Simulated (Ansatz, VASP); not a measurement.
MgO: VASP beside Ansatz

```
CELL_PARAMETERS angstrom
2.71767 0.00000 0.00000
-1.35883 2.35357 0.00000
0.00000 0.00000 2.67968
ATOMIC_POSITIONS crystal
Mg 0.00000 0.00000 0.00000
O 0.33333 0.66667 0.50000
```

Change from the starting cell: strain -0.0750 x Voigt [1, 1, 0, 0, 0, 0], atoms carried along.

Alike in both runs: task single point; functional r2SCAN; k mesh 9 × 9 × 8; occupations gaussian, width 0.05 eV; no spin polarisation.

|  | VASP | Ansatz |
| --- | --- | --- |
| version | VASP 6.6.1 | Ansatz 0.2.0 |
| potentials or method | VASP PAW PBE potentials, release 64 (Mg, O), cutoff 520 eV | scalar-relativistic, plane waves, PAW |
| valence electrons in the cell | 8 | 16 |

```csv
,VASP,Ansatz,Ansatz less VASP
gap on the k mesh at the Fermi level (eV),4.50,4.53,+0.029
least direct gap on the mesh (eV),4.93,4.96,+0.026
pressure (GPa),20.5,21.6,+1.06
"traceless stress, the component that is largest in VASP (GPa)",-32.60,-32.22,+0.375
```

VASP's potentials were made for PBE, not for r2SCAN. VASP's potentials hold 8 valence electrons a cell and Ansatz's 16, so a difference there can come from the potentials and not from the codes.
